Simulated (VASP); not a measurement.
# Sb (Pm-3m) in VASP: a series of runs

The runs below take Sb through single point, with r2SCAN.

Everything below comes from runs of VASP 6.6.1. Logs are shortened: lines on timing, memory, paths and dates and some standing lists are left out, and cuts for length are marked.

**1. The cell of the first run**

It takes space group Pm-3m (No. 221, cubic). Conventional cell: a = 2.851 Å, b = 2.851 Å, c = 2.851 Å, α = 90.00°, β = 90.00°, γ = 90.00°. Sb (site symmetry m-3m) has 6 Sb at 2.85 Å within 3.8 Å.

This isn't the form of Sb at room conditions, which is rhombohedral.

**2. Single point, r2SCAN**

POSCAR reads:

```
Sb
1.0
    2.8509519903      0.0000000000      0.0000000000
    0.0000000000      2.8509519903      0.0000000000
    0.0000000000      0.0000000000      2.8509519903
Sb
1
Direct
    0.0000000000      0.0000000000      0.0000000000
```

INCAR.step1 reads:

```
PREC = Accurate
ENCUT = 520
ISMEAR = 0
SIGMA = 0.1
LREAL = F
LASPH = T
NELM = 100
NBANDS = 8
GGA = PE
ALGO = Normal
EDIFF = 1E-4
LWAVE = T
LCHARG = F
```

INCAR.step2 reads:

```
PREC = Accurate
ENCUT = 520
EDIFF = 1E-6
ISMEAR = 0
SIGMA = 0.1
LREAL = F
LASPH = T
NELM = 100
ALGO = Normal
ISIF = 2
LWAVE = F
LCHARG = F
METAGGA = R2SCAN
LMIXTAU = T
NBANDS = 8
ISTART = 1
```

KPOINTS reads:

```
Automatic mesh
0
Gamma
  14 14 14
```

Potentials or basis: VASP PAW PBE potentials, release 64 (Sb).

Started as:

```console
> cat potpaw_PBE.64/Sb/POTCAR > POTCAR
> cp INCAR.step1 INCAR
> mpirun -np 1 vasp_std > vasp.out
> cp INCAR.step2 INCAR
> mpirun -np 1 vasp_std > vasp.out
```

OUTCAR:

```text
PREC = Accurate
   ENCUT = 520
   EDIFF = 1E-6
   ISMEAR = 0
   LREAL = F
   LASPH = T
   NELM = 100
   ISIF = 2
   METAGGA = R2SCAN
   ISTART = 1

 ion  position               nearest neighbor table
   1  0.000  0.000  0.000-

  LATTYP: Found a simple cubic cell.
 ALAT       =     2.8509519903

  Lattice vectors:

 A1 = (   2.8509519903,   0.0000000000,   0.0000000000)
 A2 = (   0.0000000000,   2.8509519903,   0.0000000000)
 A3 = (   0.0000000000,   0.0000000000,   2.8509519903)

Analysis of symmetry for initial positions (statically):
=====================================================================
 Subroutine PRICEL returns:
 Original cell was already a primitive cell.

 Routine SETGRP: Setting up the symmetry group for a
 simple cubic supercell.

 Subroutine GETGRP returns: Found 48 space group operations
 (whereof 48 operations were pure point group operations)
 out of a pool of 48 trial point group operations.

The static configuration has the point symmetry O_h .

Analysis of symmetry for dynamics (positions and initial velocities):
=====================================================================
 Subroutine PRICEL returns:
 Original cell was already a primitive cell.

 Routine SETGRP: Setting up the symmetry group for a
 simple cubic supercell.

 Subroutine GETGRP returns: Found 48 space group operations
 (whereof 48 operations were pure point group operations)
 out of a pool of 48 trial point group operations.

The dynamic configuration has the point symmetry O_h .

 Subroutine INISYM returns: Found 48 space group operations
 (whereof 48 operations are pure point group operations),
 and found     1 'primitive' translations

----------------------------------------------------------------------------------------

                                     Primitive cell

  volume of cell :      23.1723

  direct lattice vectors                    reciprocal lattice vectors
     2.850951990  0.000000000  0.000000000     0.350760028  0.000000000  0.000000000
     0.000000000  2.850951990  0.000000000     0.000000000  0.350760028  0.000000000
     0.000000000  0.000000000  2.850951990     0.000000000  0.000000000  0.350760028

  length of vectors
     2.850951990  2.850951990  2.850951990     0.350760028  0.350760028  0.350760028

[... 77 lines left out ...]
   NELM   =    100;   NELMIN=  2; NELMDL=  0     # of ELM steps
   EDIFF  = 0.1E-05   stopping-criterion for ELM
   LREAL  =      F    real-space projection
   EDIFFG = 0.1E-04   stopping-criterion for IOM
   NSW    =      0    number of steps for IOM
   IBRION =     -1    ionic relax: 0-MD 1-quasi-New 2-CG
   NFREE  =      0    steps in history (QN), initial steepest desc. (CG)
   ISIF   =      2    stress and relaxation
   ISYM   =      2    0-nonsym 1-usesym 2-fastsym
   POTIM  = 0.5000    time-step for ionic-motion
   TEBEG  =    0.0;   TEEND  =   0.0 temperature during run
   PSTRESS=    0.0 pullay stress
   NELECT =       5.0000    total number of electrons
   NUPDOWN=      -1.0000    fix difference up-down
   EMIN   =  10.00;   EMAX   =-10.00  energy-range for DOS
   EFERMI =   0.00;   METHOD = LEGACY
   ISMEAR =     0;   SIGMA  =   0.10  broadening in eV -4-tet -1-fermi 0-gaus
   EFERMI_NEDOS =   21; number of points for ismear=-14 and -15
   IALGO  =     38    algorithm
   IMIX   =      4    mixing-type and parameters
     AMIX     =   0.40;   BMIX     =  1.00
     AMIX_MAG =   1.60;   BMIX_MAG =  1.00
  volume/ion in A,a.u.               =      23.17       156.37
  Fermi-wavevector in a.u.,A,eV,Ry     =   0.981917  1.855555 13.118216  0.964162
  Thomas-Fermi vector in A             =   2.112960
   LORBIT       =      0    0 simple, 1 ext, 2 COOP (PROOUT), +10 PAW based schemes
   METAGGA = R2SCAN    functional components
   LHFCALC =     F    Hartree Fock is set to
   AEXX    =    0.0000 exact exchange contribution
   IVDW    =     0    specifies the selected vdW correction
   LEPSILON=     F    determine dielectric tensor
   LRPA    =     F    only Hartree local field effects (RPA)
 non-spin polarized calculation
 Gauss-broadening in eV      SIGMA  =   0.10
  energy-cutoff  :      520.00
  volume of cell :       23.17
 maximum number of plane-waves:       640
 NGX is ok and might be reduce to    24
   NGX = 11   NGY = 11   NGZ = 11

 number of electron       5.0000001 magnetization

 Free energy of the ion-electron system (eV)
  ---------------------------------------------------
  ext. energy  EPLUGINS =         0.00000000
  ---------------------------------------------------
  free energy    TOTEN  =       -25.25504838 eV

  energy without entropy =      -25.25278185  energy(sigma->0) =      -25.25391511

 E-fermi :  10.7076     XC(G=0): -11.2769

 val. band max:       10.6977025484   @ k =   0.2857   0.2143   0.0714
 cond. band min:      10.7352446654   @ k =   0.5000   0.2857   0.2143
 fundamental gap:      0.0375421170
 Fermi energy:        10.7076024856

 k-point     1 :       0.0000    0.0000    0.0000
  band No.  band energies     occupation
      1      -4.6170      2.00000
      2      14.8004      0.00000
      3      14.8004      0.00000
      4      14.8004      0.00000
      5      18.2120      0.00000
      6      18.2120      0.00000
      7      21.6227      0.00000
      8      30.5133      0.00000
[... 243 lines left out ...]
 k-point    24 :       0.3571    0.2143    0.0000
  band No.  band energies     occupation
      1      -1.3383      2.00000
      2       5.7686      2.00000
      3      11.2950      0.00000
      4      18.0479      0.00000
      5      18.4122      0.00000
      6      21.6123      0.00000
      7      25.3244      0.00000
      8      25.4288      0.00000

 [... further k-points ...]

------------------------ aborting loop because EDIFF is reached ----------------------------------------

  FORCE on cell =-STRESS in cart. coord.  units (eV):
  Direction    XX          YY          ZZ          XY          YZ          ZX
  --------------------------------------------------------------------------------------
  -------------------------------------------------------------------------------------
  Total        3.6958370      3.6958370      3.6958370      0.0000000     -0.0000000      0.0000000
  in kB      255.5369338    255.5369338    255.5369338      0.0000000     -0.0000000      0.0000000
  external PRESSURE =     255.5369338 kB  Pullay stress =       0.0000000 kB

 VOLUME and BASIS-vectors are now :
 -----------------------------------------------------------------------------
  energy-cutoff  :      520.00
  volume of cell :       23.17
      direct lattice vectors                 reciprocal lattice vectors
     2.850951990  0.000000000  0.000000000     0.350760028  0.000000000  0.000000000
     0.000000000  2.850951990  0.000000000     0.000000000  0.350760028  0.000000000
     0.000000000  0.000000000  2.850951990     0.000000000  0.000000000  0.350760028

 POSITION                                       TOTAL-FORCE (eV/Angst)
 -----------------------------------------------------------------------------------
      0.00000      0.00000      0.00000         0.000000      0.000000      0.000000
 -----------------------------------------------------------------------------------
    total drift:                               -0.000000      0.000000      0.000000

  FREE ENERGIE OF THE ION-ELECTRON SYSTEM (eV)
  ---------------------------------------------------
  free  energy   TOTEN  =       -25.2550483777 eV

  energy  without entropy=      -25.2527818513  energy(sigma->0) =      -25.25391511
```

Run time: 38 s. Hardware: 1 thread of Intel Xeon Platinum 8375C at 2.90GHz (Ice Lake), shared host; peak memory 0.15 GiB.

What came out:

```yaml
Free_energy: -25.2550 eV
Pressure: 25.6 GPa
Band_gap_on_the_k_mesh: zero (an odd number of electrons rules out a gap without spin polarisation)
```

Levels at points of the mesh, in eV from the Fermi level:
```csv
k point,band 1,band 2,band 3,band 4,band 5,band 6,band 7,band 8
"(0.00, 0.00, 0.00)",-15.32,4.09,4.09,4.09,7.50,7.50,10.92,19.81
"(0.50, 0.00, 0.00)",-11.65,-7.91,7.25,7.25,10.10,11.98,12.21,12.74
"(0.50, 0.50, 0.00)",-7.54,-5.12,-5.12,1.40,10.84,14.78,14.78,15.00
"(0.50, 0.50, 0.50)",-2.52,-2.39,-2.39,-2.39,4.72,4.72,4.72,6.77
```

Caveat: the cell stands under pressure; the PAW data sets were made with another functional, which shifts forces and pressure a little; spin-orbit coupling is left out, which moves the levels of the heavy elements.

**3. Single point, r2SCAN**

This run uses another cell than the first one, of 18.10 Å³/atom.

POSCAR reads:

```
Sb
1.0
    2.6256295130      0.0000000000      0.0000000000
    0.0000000000      2.6256295130      0.0000000000
    0.0000000000      0.0000000000      2.6256295130
Sb
1
Direct
    0.0000000000      0.0000000000      0.0000000000
```

INCAR.step1 reads:

```
SYSTEM = Sb
PREC = Accurate
ENCUT = 520
ISMEAR = 0
SIGMA = 0.1
LREAL = .FALSE.
LASPH = .TRUE.
NELM = 80
NBANDS = 8
GGA = PE
ALGO = Normal
EDIFF = 1E-4
LWAVE = .TRUE.
LCHARG = .FALSE.
```

INCAR.step2 reads:

```
SYSTEM = Sb
PREC = Accurate
ENCUT = 520
EDIFF = 1E-7
ISMEAR = 0
SIGMA = 0.1
LREAL = .FALSE.
LASPH = .TRUE.
NELM = 80
ALGO = Normal
ISIF = 2
LWAVE = .FALSE.
LCHARG = .FALSE.
METAGGA = R2SCAN
LMIXTAU = .TRUE.
NBANDS = 8
ISTART = 1
```

KPOINTS reads:

```
regular mesh
0
G
  16 16 16
  0 0 0
```

Potentials or basis: VASP PAW PBE potentials, release 64 (Sb).

Started as:

```console
> cat potpaw_PBE.64/Sb/POTCAR > POTCAR
> cp INCAR.step1 INCAR
> mpirun -np 1 vasp_std > vasp.out
> cp INCAR.step2 INCAR
> mpirun -np 1 vasp_std > vasp.out
```

It took 50 s on 1 thread of Intel Xeon Platinum 8375C at 2.90GHz (Ice Lake), shared host; peak memory 0.14 GiB.

The run converged. Its results:

- Free energy: -23.5901 eV
- Pressure: 92.5 GPa
- Band gap on the k mesh: zero (an odd number of electrons rules out a gap without spin polarisation)

Levels at points of the mesh, in eV from the Fermi level:
```
           k point  band 1  band 2  band 3  band 4  band 5  band 6  band 7
(0.00, 0.00, 0.00)  -18.57    4.38    4.38    4.38    7.61    7.61   12.53
(0.50, 0.00, 0.00)  -13.49  -10.68    8.83    8.83   10.73   11.43   12.11
(0.50, 0.50, 0.00)   -7.65   -7.00   -7.00   -0.13   14.57   14.85   14.85
(0.50, 0.50, 0.50)   -3.29   -3.29   -3.29   -0.09    3.95    3.95    3.95
```

Caveat: the cell stands under pressure; the PAW data sets were made with another functional, which shifts forces and pressure a little; spin-orbit coupling is left out, which moves the levels of the heavy elements.

**4. Single point, r2SCAN**

This run uses another cell than the first one, of 25.43 Å³/atom.

POSCAR reads:

```
Sb
1.0
    2.9406604489      0.0000000000      0.0000000000
    0.0000000000      2.9406604489      0.0000000000
    0.0000000000      0.0000000000      2.9406604489
Sb
1
Direct
    0.0000000000      0.0000000000      0.0000000000
```

INCAR.step1 reads:

```
PREC     = Accurate       # precision mode
ENCUT    = 520            # plane-wave cutoff, eV
ISMEAR   = 0              # smearing method
SIGMA    = 0.1            # smearing width, eV
LREAL    = F              # projectors in reciprocal space
LASPH    = T              # aspherical terms in the spheres
NELM     = 60             # most SCF steps
NBANDS   = 8              # bands
GGA      = PE             # functional
ALGO     = Normal         # electronic algorithm
EDIFF    = 1E-4           # SCF threshold, eV
LWAVE    = T              # write WAVECAR
LCHARG   = F              # write CHGCAR
```

INCAR.step2 reads:

```
PREC     = Accurate       # precision mode
ENCUT    = 520            # plane-wave cutoff, eV
EDIFF    = 1E-6           # SCF threshold, eV
ISMEAR   = 0              # smearing method
SIGMA    = 0.1            # smearing width, eV
LREAL    = F              # projectors in reciprocal space
LASPH    = T              # aspherical terms in the spheres
NELM     = 60             # most SCF steps
ALGO     = Normal         # electronic algorithm
ISIF     = 2              # what is computed and relaxed
LWAVE    = F              # write WAVECAR
LCHARG   = F              # write CHGCAR
METAGGA  = R2SCAN         # meta-GGA
LMIXTAU  = T            
NBANDS   = 8              # bands
ISTART   = 1
```

KPOINTS reads:

```
Automatic mesh
0
Gamma
  14 14 14
```

Started as:

```console
> cat potpaw_PBE.64/Sb/POTCAR > POTCAR
> cp INCAR.step1 INCAR
> mpirun -np 1 vasp_std > vasp.out
> cp INCAR.step2 INCAR
> mpirun -np 1 vasp_std > vasp.out
```

Run time: 32 s. Hardware: 1 thread of Intel Xeon Platinum 8375C at 2.90GHz (Ice Lake), shared host; peak memory 0.16 GiB.

Results (log left out):

```
Free energy            : -25.5136 eV
Pressure               : 12.2 GPa
Band gap on the k mesh : zero (an odd number of electrons rules out a gap without spin polarisation)
```

Levels at points of the mesh, in eV from the Fermi level:
```
           k point  band 1  band 2  band 3  band 4  band 5  band 6  band 7  band 8
(0.00, 0.00, 0.00)  -14.40    3.85    3.85    3.85    7.38    7.38   10.23   19.31
(0.50, 0.00, 0.00)  -11.16   -7.12    6.59    6.59    9.78   11.76   12.29   12.45
(0.50, 0.50, 0.00)   -7.59   -4.61   -4.61    1.81    9.60   14.57   14.57   14.59
(0.50, 0.50, 0.50)   -3.33   -2.18   -2.18   -2.18    4.88    4.88    4.88    7.10
```

Caveat: the cell stands under pressure; the PAW data sets were made with another functional, which shifts forces and pressure a little; spin-orbit coupling is left out, which moves the levels of the heavy elements.

[end of part 1 of 2]
